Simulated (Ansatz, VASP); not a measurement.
# One calculation of FeO, two programs

```
CELL_PARAMETERS angstrom
1.51768 0.87623 2.51579
-1.51768 0.87623 2.51579
0.00000 -1.75247 2.51579
ATOMIC_POSITIONS crystal
Fe 0.00000 0.00000 0.00000
O 0.50000 0.50000 0.50000
```

Alike in both runs: task single point; functional PBE; k mesh 9 × 9 × 9; occupations fermi-dirac, width 0.05 eV; collinear spin; fixed moment 3 μB.

|  | VASP | Ansatz |
| --- | --- | --- |
| version | VASP 6.6.1 | Ansatz 0.2.0 |
| potentials or method | VASP PAW PBE potentials, release 64 (Fe, O) | Ansatz PAW |
| plane-wave cutoff (eV) | 520 | 420 |
| valence electrons in the cell | 14 | 22 |

|  | VASP | Ansatz | Ansatz less VASP |
| --- | --- | --- | --- |
| pressure (GPa) | -11.1 | -11.3 | -0.19 |
| traceless stress, the component that is largest in VASP (GPa) | 0.15 | 0.20 | +0.052 |
| net moment per atom (μB) | 1.50 | 1.50 | 0.000 |
| size of the moment on the site where the two differ most (μB) | 2.88 | 2.73 | -0.148 |

Site moments also hang on the region over which each program counts them. VASP's potentials hold 14 valence electrons a cell and Ansatz's 22, so a difference there can come from the potentials and not from the codes.
